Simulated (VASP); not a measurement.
# Al2O (I4/mmm) in VASP: a series of runs

Runs on Al2O. Level: PBE. Tasks: single point.

All numbers are computed with VASP 6.6.1; they aren't measurements. Logs are shortened: lines on timing, memory, paths and dates and some standing lists are left out, and cuts for length are marked.

### 1 The cell of the first run

Symmetry: I4/mmm, No. 139, tetragonal system. The conventional cell has a = 2.763 Å, b = 2.763 Å, c = 9.560 Å, α = 90.00°, β = 90.00°, γ = 90.00°. Al (site symmetry 4mm) has 4 O at 2.38 Å and 9 Al at 2.71 to 2.85 Å within 3.1 Å. Within 3.1 Å of O (site symmetry 4/mmm) lie 8 Al at 2.38 Å and 4 O at 2.76 Å.

### 2 Single point, PBE, collinear spin, ferromagnetic start

INCAR

```
SYSTEM = Al2O
  PREC = Accurate
  ENCUT = 520
  EDIFF = 1E-7
  ISMEAR = 0
  SIGMA = 0.1
  LREAL = .False.
  LASPH = .True.
  NELM = 150
  ALGO = Normal
  ISIF = 2
  LWAVE = .False.
  LCHARG = .False.
  ISPIN = 2
  MAGMOM = 0 0 1
  LORBIT = 11
  GGA = PE
  NBANDS = 17
```

KPOINTS

```
Automatic mesh
0
Gamma
  8 8 8
  0 0 0
```

POSCAR

```
Al2O
1.0
   -1.3813863700      1.3813863700      4.7799632700
    1.3813863700     -1.3813863700      4.7799632700
    1.3813863700      1.3813863700     -4.7799632700
Al O
2 1
Direct
    0.3582315400      0.3582315400      0.0000000000
    0.6417684600      0.6417684600      0.0000000000
    0.0000000000      0.0000000000      0.0000000000
```

Potentials or basis: VASP PAW PBE potentials, release 64 (Al, O).

The run is started by

```console
> cat potpaw_PBE.64/Al/POTCAR potpaw_PBE.64/O/POTCAR > POTCAR
> mpirun -np 1 vasp_std > vasp.out
```

OUTCAR:

```text
SYSTEM = Al2O
   PREC = Accurate
   ENCUT = 520
   EDIFF = 1E-7
   ISMEAR = 0
   LREAL = .False.
   LASPH = .True.
   NELM = 150
   ISIF = 2
   ISPIN = 2
   LORBIT = 11
   GGA = PE

 ion  position               nearest neighbor table
   1  0.358  0.358  0.000-   3 2.38   3 2.38   3 2.38   3 2.38   2 2.71   2 2.85   2 2.85   2 2.85
                             2 2.85
   2  0.642  0.642  0.000-   3 2.38   3 2.38   3 2.38   3 2.38   1 2.71   1 2.85   1 2.85   1 2.85
                             1 2.85
   3  0.000  0.000  0.000-   2 2.38   2 2.38   2 2.38   1 2.38   2 2.38   1 2.38   1 2.38   1 2.38

  LATTYP: Found a body centered tetragonal cell.
 ALAT       =     2.7627727400
 C/A-ratio  =     3.4602652624

  Lattice vectors:

 A1 = (  -1.3813863700,   1.3813863700,   4.7799632700)
 A2 = (   1.3813863700,  -1.3813863700,   4.7799632700)
 A3 = (   1.3813863700,   1.3813863700,  -4.7799632700)

Analysis of symmetry for initial positions (statically):
=====================================================================
 Subroutine PRICEL returns:
 Original cell was already a primitive cell.

 Routine SETGRP: Setting up the symmetry group for a
 body centered tetragonal supercell.

 Subroutine GETGRP returns: Found 16 space group operations
 (whereof 16 operations were pure point group operations)
 out of a pool of 16 trial point group operations.

The static configuration has the point symmetry D_4h.

Analysis of symmetry for dynamics (positions and initial velocities):
=====================================================================
 Subroutine PRICEL returns:
 Original cell was already a primitive cell.

 Routine SETGRP: Setting up the symmetry group for a
 body centered tetragonal supercell.

 Subroutine GETGRP returns: Found 16 space group operations
 (whereof 16 operations were pure point group operations)
 out of a pool of 16 trial point group operations.

The dynamic configuration has the point symmetry D_4h.

Analysis of structural, dynamic, and magnetic symmetry:
=====================================================================
 Subroutine PRICEL returns:
 Original cell was already a primitive cell.

 Routine SETGRP: Setting up the symmetry group for a
 body centered tetragonal supercell.

 Subroutine GETGRP returns: Found 16 space group operations
 (whereof 16 operations were pure point group operations)
 out of a pool of 16 trial point group operations.

[... 123 lines left out ...]
  volume/ion in A,a.u.               =      12.16        82.07
  Fermi-wavevector in a.u.,A,eV,Ry     =   1.130048  2.135481 17.374760  1.277009
  Thomas-Fermi vector in A             =   2.266743
   LORBIT       =     11    0 simple, 1 ext, 2 COOP (PROOUT), +10 PAW based schemes
   GGA     = PE    functional components
   LHFCALC =     F    Hartree Fock is set to
   AEXX    =    0.0000 exact exchange contribution
   IVDW    =     0    specifies the selected vdW correction
   LEPSILON=     F    determine dielectric tensor
   LRPA    =     F    only Hartree local field effects (RPA)
 spin polarized calculation
 Gauss-broadening in eV      SIGMA  =   0.10
  energy-cutoff  :      520.00
  volume of cell :       36.49
 maximum number of plane-waves:      1006
 NGX is ok and might be reduce to    40
   NGX = 19   NGY = 19   NGZ = 19

 number of electron      12.0000000 magnetization       0.0000567

 number of electron      12.0000000 magnetization      -0.0000183

 Free energy of the ion-electron system (eV)
  ---------------------------------------------------
  ext. energy  EPLUGINS =         0.00000000
  ---------------------------------------------------
  free energy    TOTEN  =       -14.01133673 eV

  energy without entropy =      -14.00583414  energy(sigma->0) =      -14.00858544

 E-fermi :   9.1701     XC(G=0): -10.9195

 val. band max:        9.1676767644   @ k =  -0.2500   0.1250  -0.0000
 cond. band min:       9.1991749892   @ k =   0.5000   0.2500   0.1250
 fundamental gap:      0.0314982248
 Fermi energy:         9.1701076247

 spin component 1

 k-point     1 :       0.0000    0.0000    0.0000
  band No.  band energies     occupation
      1     -11.6699      1.00000
      2      -0.2324      1.00000
      3       0.7530      1.00000
      4       4.9268      1.00000
      5       4.9268      1.00000
      6       8.3441      1.00000
[... 459 lines left out ...]
      6       6.9439      1.00000
[... 9 lines left out ...]
     16      22.9846      0.00000
     17      25.9424      0.00000

 [... further k-points ...]

 spin component 2

 k-point     1 :       0.0000    0.0000    0.0000
  band No.  band energies     occupation
      1     -11.6700      1.00000
      2      -0.2324      1.00000
      3       0.7530      1.00000
      4       4.9268      1.00000
      5       4.9268      1.00000
      6       8.3440      1.00000
[... 459 lines left out ...]
      6       6.9439      1.00000
[... 9 lines left out ...]
     16      22.9846      0.00000
     17      25.9424      0.00000

 [... further k-points ...]
[... 5 lines left out ...]
  --------------------------------------------------------------------------------------
  -------------------------------------------------------------------------------------
  Total        1.0804058      1.0804058     -0.9233759      0.0000000      0.0000000      0.0000000
  in kB       47.4441451     47.4441451    -40.5484464      0.0000000      0.0000000      0.0000000
  external PRESSURE =      18.1132812 kB  Pullay stress =       0.0000000 kB

 VOLUME and BASIS-vectors are now :
 -----------------------------------------------------------------------------
  energy-cutoff  :      520.00
  volume of cell :       36.49
      direct lattice vectors                 reciprocal lattice vectors
    -1.381386370  1.381386370  4.779963270     0.000000000  0.361955215  0.104603314
     1.381386370 -1.381386370  4.779963270     0.361955215  0.000000000  0.104603314
     1.381386370  1.381386370 -4.779963270     0.361955215  0.361955215  0.000000000

 POSITION                                       TOTAL-FORCE (eV/Angst)
 -----------------------------------------------------------------------------------
      0.00000      0.00000      3.42467        -0.000000     -0.000000     -0.686318
      0.00000      0.00000      6.13526         0.000000      0.000000      0.686318
      0.00000      0.00000      0.00000        -0.000000     -0.000000     -0.000000
 -----------------------------------------------------------------------------------
    total drift:                                0.000000      0.000000     -0.000000

  FREE ENERGIE OF THE ION-ELECTRON SYSTEM (eV)
  ---------------------------------------------------
  free  energy   TOTEN  =       -14.0113367327 eV

  energy  without entropy=      -14.0058341429  energy(sigma->0) =      -14.00858544

 total charge

# of ion       s       p       d       tot
------------------------------------------
    1        0.439   0.300   0.000   0.739
    2        0.439   0.300   0.000   0.739
    3        1.605   3.310   0.000   4.915
--------------------------------------------------
tot          2.483   3.910   0.000   6.393

 magnetization (x)

# of ion       s       p       d       tot
------------------------------------------
    1       -0.000  -0.000   0.000  -0.000
    2       -0.000  -0.000   0.000  -0.000
    3        0.000   0.000   0.000   0.000
--------------------------------------------------
tot         -0.000   0.000   0.000  -0.000
```

stdout:

```text
POSCAR found type information on POSCAR AlO
 POSCAR found :  2 types and       3 ions
 scaLAPACK will be used
 LDA part: xc-table for (Slater+PW92), standard interpolation
 POSCAR, INCAR and KPOINTS ok, starting setup
 FFT: planning ... GRIDC
 FFT: planning ... GRID_SOFT
 FFT: planning ... GRID
 WAVECAR not read
 entering main loop
```

Wall time 2.2 min (1 thread of Intel Xeon Platinum 8375C at 2.90GHz (Ice Lake), shared host); peak memory 0.3 GiB.

Results:

```yaml
Free_energy: -14.0113 eV
Pressure: 1.8 GPa
Largest_force: 0.686 eV/Å
Band_gap_on_the_k_mesh: zero (filled and empty bands overlap)
Net_moment: 0.00 μB per cell
Valence_electrons_inside_the_program's_atomic_spheres: Al 0.74; O 4.92
```

Forces in eV/Å, atoms in the order of the input:
```
Al   0.000  0.000 -0.686
Al   0.000  0.000  0.686
O    0.000  0.000  0.000
```

Stress tensor (GPa, compression positive):
```
 4.74  0.00  0.00
 0.00  4.74  0.00
 0.00  0.00 -4.05
```

Levels at points of the mesh, in eV from the Fermi level:
Spin up:
| k point | band 3 | band 4 | band 5 | band 6 | band 7 | band 8 | band 9 | band 10 |
| --- | --- | --- | --- | --- | --- | --- | --- | --- |
| (0.00, 0.00, 0.00) | -8.42 | -4.24 | -4.24 | -0.83 | 1.40 | 6.71 | 7.39 | 7.39 |
| (0.50, 0.00, 0.00) | -7.11 | -5.17 | -3.71 | -2.82 | 0.21 | 3.06 | 5.85 | 5.87 |
| (0.50, 0.50, 0.00) | -7.39 | -5.40 | -1.78 | -1.71 | -0.41 | 1.24 | 1.55 | 2.46 |
| (0.50, 0.50, 0.50) | -4.33 | -4.26 | -4.26 | -4.02 | 2.97 | 5.52 | 6.62 | 7.92 |
Spin down:
| k point | band 4 | band 5 | band 6 | band 7 | band 8 | band 9 |
| --- | --- | --- | --- | --- | --- | --- |
| (0.00, 0.00, 0.00) | -4.24 | -4.24 | -0.83 | 1.40 | 6.71 | 7.39 |
| (0.50, 0.00, 0.00) | -5.17 | -3.71 | -2.82 | 0.21 | 3.06 | 5.85 |
| (0.50, 0.50, 0.00) | -5.40 | -1.78 | -1.71 | -0.41 | 1.24 | 1.55 |
| (0.50, 0.50, 0.50) | -4.26 | -4.26 | -4.02 | 2.97 | 5.52 | 6.62 |

Caveat: the k points lie up to 0.40 Å⁻¹ apart.

### 3 Single point, PBE, collinear spin, ferromagnetic start

This run uses another cell than the first one, of 12.21 Å³/atom, 1.004 times its volume.

INCAR

```
SYSTEM = Al2O
PREC = Accurate ; ENCUT = 520
EDIFF = 1E-6 ; ISMEAR = 0
SIGMA = 0.1 ; LREAL = .False.
LASPH = .True. ; NELM = 150
ALGO = Normal ; ISIF = 2
LWAVE = .False. ; LCHARG = .False.
ISPIN = 2 ; MAGMOM = 0 0 1
LORBIT = 11 ; GGA = PE
NBANDS = 17
```

KPOINTS is that of step 2.

POSCAR

```
Al2O
1.0
   -1.4088045046      1.4088045046      4.6152696161
    1.4088045046     -1.4088045046      4.6152696161
    1.4088045046      1.4088045046     -4.6152696161
Al O
2 1
Direct
    0.3529886792      0.3529886792      0.0000000000
    0.6470113208      0.6470113208      0.0000000000
    0.0000000000      0.0000000000      0.0000000000
```

Potentials or basis: VASP PAW PBE potentials, release 64 (Al, O).

The run is started by

```console
> cat potpaw_PBE.64/Al/POTCAR potpaw_PBE.64/O/POTCAR > POTCAR
> mpirun -np 1 vasp_std > vasp.out
```

Run time: 1.9 min. Hardware: 1 thread of Intel Xeon Platinum 8375C at 2.90GHz (Ice Lake), shared host; peak memory 0.3 GiB.

The run converged. Its results:

```
Free energy                                           : -14.0853 eV
Pressure                                              : 0.0 GPa
Largest force                                         : 0.005 eV/Å
Band gap on the k mesh                                : zero (filled and empty bands overlap)
Net moment                                            : 0.00 μB per cell
Valence electrons inside the program's atomic spheres : Al 0.74; O 4.90
```

Forces in eV/Å, atoms in the order of the input:
```
Al   0.000  0.000 -0.005
Al   0.000  0.000  0.005
O    0.000  0.000  0.000
```

Stress tensor (GPa, compression positive):
```
 0.07  0.00  0.00
 0.00  0.07  0.00
 0.00  0.00 -0.20
```

Levels at points of the mesh, in eV from the Fermi level:
Spin up:
```tsv
k point	band 3	band 4	band 5	band 6	band 7	band 8	band 9	band 10
(0.00, 0.00, 0.00)	-7.81	-4.05	-4.05	-0.79	1.97	6.22	6.57	6.57
(0.50, 0.00, 0.00)	-6.87	-5.36	-3.55	-2.67	0.70	3.15	6.17	6.26
(0.50, 0.50, 0.00)	-7.00	-5.18	-2.11	-1.91	-0.68	0.96	1.35	2.95
(0.50, 0.50, 0.50)	-4.07	-4.07	-3.81	-3.74	3.59	5.14	7.10	7.10
```
Spin down:
| k point | band 2 | band 3 | band 4 | band 5 | band 6 | band 7 | band 8 | band 9 | band 10 | band 11 |
| --- | --- | --- | --- | --- | --- | --- | --- | --- | --- | --- |
| (0.00, 0.00, 0.00) | -9.43 | -7.81 | -4.05 | -4.05 | -0.79 | 1.97 | 6.22 | 6.57 | 6.57 | 7.63 |
| (0.50, 0.00, 0.00) | -9.23 | -6.87 | -5.36 | -3.55 | -2.67 | 0.70 | 3.15 | 6.17 | 6.26 | 9.56 |
| (0.50, 0.50, 0.00) | -7.22 | -7.00 | -5.18 | -2.11 | -1.91 | -0.68 | 0.96 | 1.35 | 2.95 | 5.60 |
| (0.50, 0.50, 0.50) | -10.96 | -4.07 | -4.07 | -3.81 | -3.74 | 3.59 | 5.14 | 7.10 | 7.10 | 7.12 |

Caveat: the k points lie up to 0.39 Å⁻¹ apart.
